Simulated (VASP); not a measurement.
# ZrC (Fm-3m) in VASP: settings compared, part 2 of 3

VASP 6.6.1.

## 3. Single point, r2SCAN+D4 (13.01 Å³/atom)

This run uses another cell than the first one, of 13.01 Å³/atom.

File POSCAR:

```
ZrC
1.0
    0.0000000000      2.3516468418      2.3516468418
    2.3516468418      0.0000000000      2.3516468418
    2.3516468418      2.3516468418      0.0000000000
Zr C
1 1
Direct
    0.5000000000      0.5000000000      0.5000000000
    0.0000000000      0.0000000000      0.0000000000
```

File INCAR.step1:

```
PREC = Accurate ; ENCUT = 660
ISMEAR = 0 ; SIGMA = 0.05
LREAL = False ; LASPH = True
NELM = 120 ; NBANDS = 15
GGA = PE ; ALGO = Normal
EDIFF = 1E-5 ; LWAVE = True
LCHARG = False ; GGA_COMPAT = False
```

File INCAR.step2:

```
PREC = Accurate ; ENCUT = 660
EDIFF = 1E-6 ; ISMEAR = 0
SIGMA = 0.05 ; LREAL = False
LASPH = True ; NELM = 120
ALGO = Normal ; ISIF = 2
LWAVE = False ; LCHARG = False
METAGGA = R2SCAN ; LMIXTAU = True
IVDW = 13 ; VDW_S6 = 1.0
VDW_S8 = 0.6018749 ; VDW_A1 = 0.51559235
VDW_A2 = 5.77342911 ; NBANDS = 15
ISTART = 1 ; GGA_COMPAT = False
```

File KPOINTS:

```
regular mesh
0
Gamma
  8 8 8
```

Potentials or basis: VASP PAW PBE potentials, release 64 (Zr_sv, C).

On the command line:

```console
> cat potpaw_PBE.64/Zr_sv/POTCAR potpaw_PBE.64/C/POTCAR > POTCAR
> cp INCAR.step1 INCAR
> mpirun -np 1 vasp_std > vasp.out
> cp INCAR.step2 INCAR
> mpirun -np 1 vasp_std > vasp.out
```

OUTCAR:

```text
PREC = Accurate
   ENCUT = 660
   EDIFF = 1E-6
   ISMEAR = 0
   LREAL = False
   LASPH = True
   NELM = 120
   ISIF = 2
   METAGGA = R2SCAN
   IVDW = 13
   ISTART = 1

 ion  position               nearest neighbor table
   1  0.500  0.500  0.500-   2 2.35   2 2.35   2 2.35   2 2.35   2 2.35   2 2.35
   2  0.000  0.000  0.000-   1 2.35   1 2.35   1 2.35   1 2.35   1 2.35   1 2.35

  LATTYP: Found a face centered cubic cell.
 ALAT       =     4.7032936836

  Lattice vectors:

 A1 = (   0.0000000000,   2.3516468418,   2.3516468418)
 A2 = (   2.3516468418,   0.0000000000,   2.3516468418)
 A3 = (   2.3516468418,   2.3516468418,   0.0000000000)

Analysis of symmetry for initial positions (statically):
=====================================================================
 Subroutine PRICEL returns:
 Original cell was already a primitive cell.

 Routine SETGRP: Setting up the symmetry group for a
 face centered cubic supercell.

 Subroutine GETGRP returns: Found 48 space group operations
 (whereof 48 operations were pure point group operations)
 out of a pool of 48 trial point group operations.

The static configuration has the point symmetry O_h .

Analysis of symmetry for dynamics (positions and initial velocities):
=====================================================================
 Subroutine PRICEL returns:
 Original cell was already a primitive cell.

 Routine SETGRP: Setting up the symmetry group for a
 face centered cubic supercell.

 Subroutine GETGRP returns: Found 48 space group operations
 (whereof 48 operations were pure point group operations)
 out of a pool of 48 trial point group operations.

The dynamic configuration has the point symmetry O_h .

 Subroutine INISYM returns: Found 48 space group operations
 (whereof 48 operations are pure point group operations),
 and found     1 'primitive' translations

----------------------------------------------------------------------------------------

                                     Primitive cell

  volume of cell :      26.0104

  direct lattice vectors                    reciprocal lattice vectors
     0.000000000  2.351646842  2.351646842    -0.212616959  0.212616959  0.212616959
     2.351646842  0.000000000  2.351646842     0.212616959 -0.212616959  0.212616959
     2.351646842  2.351646842  0.000000000     0.212616959  0.212616959 -0.212616959

  length of vectors
     3.325730858  3.325730858  3.325730858     0.368263375  0.368263375  0.368263375

  position of ions in fractional coordinates (direct lattice)
     0.500000000  0.500000000  0.500000000
     0.000000000  0.000000000  0.000000000

  ion indices of the primitive-cell ions
   primitive index   ion index
                 1           1
                 2           2

----------------------------------------------------------------------------------------

 KPOINTS: regular mesh

Automatic generation of k-mesh.
 Grid dimensions read from file:
 generate k-points for:    8    8    8

 Generating k-lattice:

[... 23 lines left out ...]
  0.125000  0.125000  0.000000      6.000000
[... 16 lines left out ...]
  0.500000  0.250000  0.125000     48.000000
 -0.375000  0.250000  0.125000     24.000000
 [... further k-points ...]
   k-points           NKPTS =     29   k-points in BZ     NKDIM =     29   number of bands    NBANDS=     15
   number of dos      NEDOS =    301   number of ions     NIONS =      2
   total plane-waves  NPLWV =  21952
   dimension x,y,z NGX =    28 NGY =   28 NGZ =   28
   dimension x,y,z NGXF=    56 NGYF=   56 NGZF=   56
   ions per type =               1   1
   NGX,Y,Z   is equivalent  to a cutoff of  14.00, 14.00, 14.00 a.u.
   NGXF,Y,Z  is equivalent  to a cutoff of  27.99, 27.99, 27.99 a.u.
 SYSTEM =  unknown system
   PREC   = accura    normal or accurate (medium, high low for compatibility)
   ISTART =      1    job   : 0-new  1-cont  2-samecut
   ICHARG =      0    charge: 1-file 2-atom 10-const
   ISPIN  =      1    spin polarized calculation?
   LNONCOLLINEAR =      F non collinear calculations
   LSORBIT =      F    spin-orbit coupling
   LASPH  =      T    aspherical Exc in radial PAW
   ENCUT  =  660.0 eV  48.51 Ry    6.96 a.u.   6.97  6.97  6.97*2*pi/ulx,y,z
   NELM   =    120;   NELMIN=  2; NELMDL=  0     # of ELM steps
   EDIFF  = 0.1E-05   stopping-criterion for ELM
   LREAL  =      F    real-space projection
   EDIFFG = 0.1E-04   stopping-criterion for IOM
   NSW    =      0    number of steps for IOM
   IBRION =     -1    ionic relax: 0-MD 1-quasi-New 2-CG
   NFREE  =      0    steps in history (QN), initial steepest desc. (CG)
   ISIF   =      2    stress and relaxation
   ISYM   =      2    0-nonsym 1-usesym 2-fastsym
   POTIM  = 0.5000    time-step for ionic-motion
   TEBEG  =    0.0;   TEEND  =   0.0 temperature during run
   PSTRESS=    0.0 pullay stress
   NELECT =      16.0000    total number of electrons
   NUPDOWN=      -1.0000    fix difference up-down
   EMIN   =  10.00;   EMAX   =-10.00  energy-range for DOS
   EFERMI =   0.00;   METHOD = LEGACY
   ISMEAR =     0;   SIGMA  =   0.05  broadening in eV -4-tet -1-fermi 0-gaus
   EFERMI_NEDOS =   21; number of points for ismear=-14 and -15
   IALGO  =     38    algorithm
   IMIX   =      4    mixing-type and parameters
     AMIX     =   0.40;   BMIX     =  1.00
     AMIX_MAG =   1.60;   BMIX_MAG =  1.00
  volume/ion in A,a.u.               =      13.01        87.76
  Fermi-wavevector in a.u.,A,eV,Ry     =   1.392300  2.631065 26.374872  1.938498
  Thomas-Fermi vector in A             =   2.516056
   LORBIT       =      0    0 simple, 1 ext, 2 COOP (PROOUT), +10 PAW based schemes
   METAGGA = R2SCAN    functional components
   LHFCALC =     F    Hartree Fock is set to
   AEXX    =    0.0000 exact exchange contribution
   IVDW    =    13    specifies the selected vdW correction
   LEPSILON=     F    determine dielectric tensor
   LRPA    =     F    only Hartree local field effects (RPA)
 non-spin polarized calculation
 Gauss-broadening in eV      SIGMA  =   0.05
  energy-cutoff  :      660.00
  volume of cell :       26.01
 maximum number of plane-waves:      1018
   NGX = 13   NGY = 13   NGZ = 13

 number of electron      16.0000000 magnetization

 Free energy of the ion-electron system (eV)
  ---------------------------------------------------
  ext. energy  EPLUGINS =         0.00000000
  ---------------------------------------------------
  free energy    TOTEN  =       -34.72215287 eV

  energy without entropy =      -34.72137242  energy(sigma->0) =      -34.72176264

 E-fermi :   9.5781     XC(G=0): -12.9321

 val. band max:        9.4214711554   @ k =   0.3750   0.3750   0.0000
 cond. band min:       9.5815979219   @ k =   0.1250   0.1250   0.0000
 fundamental gap:      0.1601267665
 Fermi energy:         9.5780726013

 k-point     1 :       0.0000    0.0000    0.0000
  band No.  band energies     occupation
      1     -40.2031      2.00000
      2     -17.2064      2.00000
      3     -17.2064      2.00000
      4     -17.2064      2.00000
      5      -2.4062      2.00000
      6      10.5473      0.00000
      7      10.5473      0.00000
      8      10.5473      0.00000
      9      10.9416      0.00000
     10      10.9416      0.00000
     11      10.9416      0.00000
     12      12.5876      0.00000
     13      12.5876      0.00000
     14      17.5527      0.00000
[... 401 lines left out ...]
      2     -17.9493      2.00000
      3     -17.5084      2.00000
      4     -17.3595      2.00000
      5       0.0064      2.00000
      6       5.2240      2.00000
      7       6.9723      2.00000
      8       7.0669      2.00000
      9      13.2706      0.00000
     10      13.7356      0.00000
     11      15.2232      0.00000
     12      18.0401      0.00000
     13      18.8203      0.00000
     14      20.4390      0.00000
     15      24.1188      0.00000

 [... further k-points ...]

------------------------ aborting loop because EDIFF is reached ----------------------------------------

  DFT-D4 for vdW energy calculation

  Edisp (eV):   -0.17869

  FORCE on cell =-STRESS in cart. coord.  units (eV):
  Direction    XX          YY          ZZ          XY          YZ          ZX
  --------------------------------------------------------------------------------------
  -------------------------------------------------------------------------------------
  Total       0.01813     0.01813     0.01813     0.00000     0.00000     0.00000
  in kB       1.11666     1.11666     1.11666     0.00000     0.00000     0.00000
  external pressure =        1.12 kB  Pullay stress =        0.00 kB

 VOLUME and BASIS-vectors are now :
 -----------------------------------------------------------------------------
  energy-cutoff  :      660.00
  volume of cell :       26.01
      direct lattice vectors                 reciprocal lattice vectors
     0.000000000  2.351646842  2.351646842    -0.212616959  0.212616959  0.212616959
     2.351646842  0.000000000  2.351646842     0.212616959 -0.212616959  0.212616959
     2.351646842  2.351646842  0.000000000     0.212616959  0.212616959 -0.212616959

 POSITION                                       TOTAL-FORCE (eV/Angst)
 -----------------------------------------------------------------------------------
      2.35165      2.35165      2.35165        -0.000000      0.000000     -0.000000
      0.00000      0.00000      0.00000         0.000000     -0.000000      0.000000
 -----------------------------------------------------------------------------------
    total drift:                                0.000000      0.000000      0.000000

  FREE ENERGIE OF THE ION-ELECTRON SYSTEM (eV)
  ---------------------------------------------------
  free  energy   TOTEN  =       -34.9008388064 eV

  energy  without entropy=      -34.9000583545  energy(sigma->0) =      -34.90044858
```

It took 71 s on 1 thread of Intel Xeon Platinum 8259CL at 2.50GHz (Skylake/Cascade Lake), shared host; peak memory 0.17 GiB.

Results:

```yaml
Free_energy: -34.9008 eV
Pressure: 0.1 GPa
Band_gap_on_the_k_mesh: zero (bands 8 and 9 overlap by 1.33 eV)
Dispersion_energy_per_atom: -0.089 eV
```

Caveat: the PAW data sets were made with another functional, which shifts forces and pressure a little.

## 4. Single point, r2SCAN

This run uses another cell than the first one, of 12.98 Å³/atom.

File POSCAR:

```
ZrC
1.0
    0.0000000000      2.3502127467      2.3502127467
    2.3502127467      0.0000000000      2.3502127467
    2.3502127467      2.3502127467      0.0000000000
Zr C
1 1
Direct
    0.5000000000      0.5000000000      0.5000000000
    0.0000000000      0.0000000000      0.0000000000
```

File INCAR.step1:

```
ALGO     = Normal         # electronic algorithm
EDIFF    = 1E-5           # SCF threshold, eV
ENCUT    = 660            # plane-wave cutoff, eV
GGA      = PE             # functional
GGA_COMPAT= False        
ISMEAR   = 0              # smearing method
LASPH    = True           # aspherical terms in the spheres
LCHARG   = False          # write CHGCAR
LREAL    = False          # projectors in reciprocal space
LWAVE    = True           # write WAVECAR
NBANDS   = 15             # bands
NELM     = 120            # most SCF steps
PREC     = Accurate       # precision mode
SIGMA    = 0.05           # smearing width, eV
```

File INCAR.step2:

```
ALGO     = Normal         # electronic algorithm
EDIFF    = 1E-6           # SCF threshold, eV
ENCUT    = 660            # plane-wave cutoff, eV
GGA_COMPAT= False        
ISIF     = 2              # what is computed and relaxed
ISMEAR   = 0              # smearing method
ISTART   = 1            
LASPH    = True           # aspherical terms in the spheres
LCHARG   = True           # write CHGCAR
LELF     = True           # ELF
LMIXTAU  = True         
LREAL    = False          # projectors in reciprocal space
LVHAR    = True         
LWAVE    = False          # write WAVECAR
METAGGA  = R2SCAN         # meta-GGA
NBANDS   = 15             # bands
NELM     = 120            # most SCF steps
PREC     = Accurate       # precision mode
SIGMA    = 0.05           # smearing width, eV
```

File KPOINTS:

```
k-points
0
Gamma
  8 8 8
```

Potentials or basis: VASP PAW PBE potentials, release 64 (Zr_sv, C).

On the command line:

```console
> cat potpaw_PBE.64/Zr_sv/POTCAR potpaw_PBE.64/C/POTCAR > POTCAR
> cp INCAR.step1 INCAR
> mpirun -np 1 vasp_std > vasp.out
> cp INCAR.step2 INCAR
> mpirun -np 1 vasp_std > vasp.out
```

OUTCAR:

```text
EDIFF = 1E-6
   ENCUT = 660
   ISIF = 2
   ISMEAR = 0
   ISTART = 1
   LASPH = True
   LREAL = False
   METAGGA = R2SCAN
   NELM = 120
   PREC = Accurate

 ion  position               nearest neighbor table
   1  0.500  0.500  0.500-   2 2.35   2 2.35   2 2.35   2 2.35   2 2.35   2 2.35
   2  0.000  0.000  0.000-   1 2.35   1 2.35   1 2.35   1 2.35   1 2.35   1 2.35

  LATTYP: Found a face centered cubic cell.
 ALAT       =     4.7004254934

  Lattice vectors:

[... 617 lines left out ...]
 [... further k-points ...]

------------------------ aborting loop because EDIFF is reached ----------------------------------------

  FORCE on cell =-STRESS in cart. coord.  units (eV):
  Direction    XX          YY          ZZ          XY          YZ          ZX
  --------------------------------------------------------------------------------------
  -------------------------------------------------------------------------------------
  Total        0.2751223      0.2751223      0.2751223      0.0000000      0.0000000      0.0000000
  in kB       16.9779340     16.9779340     16.9779340      0.0000000      0.0000000      0.0000000
  external PRESSURE =      16.9779340 kB  Pullay stress =       0.0000000 kB

 VOLUME and BASIS-vectors are now :
 -----------------------------------------------------------------------------
  energy-cutoff  :      660.00
  volume of cell :       25.96
      direct lattice vectors                 reciprocal lattice vectors
     0.000000000  2.350212747  2.350212747    -0.212746697  0.212746697  0.212746697
     2.350212747  0.000000000  2.350212747     0.212746697 -0.212746697  0.212746697
     2.350212747  2.350212747  0.000000000     0.212746697  0.212746697 -0.212746697

 POSITION                                       TOTAL-FORCE (eV/Angst)
 -----------------------------------------------------------------------------------
      2.35021      2.35021      2.35021         0.000000     -0.000000      0.000000
      0.00000      0.00000      0.00000         0.000000      0.000000     -0.000000
 -----------------------------------------------------------------------------------
    total drift:                                0.000000      0.000000      0.000000

  FREE ENERGIE OF THE ION-ELECTRON SYSTEM (eV)
  ---------------------------------------------------
  free  energy   TOTEN  =       -34.7216731685 eV

  energy  without entropy=      -34.7209031742  energy(sigma->0) =      -34.72128817
```

Wall time 87 s (1 thread of Intel Xeon Platinum 8259CL at 2.50GHz (Skylake/Cascade Lake), shared host); peak memory 0.17 GiB.

What came out:

- Free energy: -34.7217 eV
- Pressure: 1.7 GPa
- Band gap on the k mesh: zero (bands 8 and 9 overlap by 1.33 eV)

Levels at points of the mesh, in eV from the Fermi level:
| k point | band 6 | band 7 | band 8 | band 9 | band 10 | band 11 |
| --- | --- | --- | --- | --- | --- | --- |
| (0.00, 0.00, 0.00) | 0.97 | 0.97 | 0.97 | 1.36 | 1.36 | 1.36 |
| (0.50, 0.00, 0.00) | -5.42 | -3.06 | -3.06 | 4.86 | 4.86 | 5.76 |
| (0.50, 0.50, 0.00) | -2.16 | -1.58 | 0.05 | 0.05 | 4.67 | 6.03 |

Caveat: the PAW data sets were made with another functional, which shifts forces and pressure a little.

(Part 2 of 3 ends here.)
